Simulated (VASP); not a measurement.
The system is Mg.

```
CELL_PARAMETERS angstrom
3.18918 0.00000 0.00000
-1.59459 2.76191 0.00000
0.00000 0.00000 5.11341
ATOMIC_POSITIONS crystal
Mg 0.33333 0.66667 0.25000
Mg 0.66667 0.33333 0.75000
```

Base run:

| Item | Value |
| --- | --- |
| Program | VASP 6.6.1 |
| Functional | PBEsol |
| Potentials or basis | VASP PAW PBE potentials, release 64 (Mg) |
| Cutoff | 520 eV |
| k mesh | 9 × 9 × 5 |
| Occupations | fermi-dirac, width 0.05 eV |
| Spin | no spin polarisation |

Its results: band gap on the k mesh zero (bands 2 and 3 overlap by 2.14 eV); pressure 0.0 GPa.

The run is repeated on the same cell with these changes: functional from PBEsol to HSE06. What comes out?

Band gap on the k mesh zero (bands 2 and 3 overlap by 2.40 eV); pressure 0.4 GPa.

Caveats: the PAW data sets were made with another functional, which shifts forces and pressure a little.
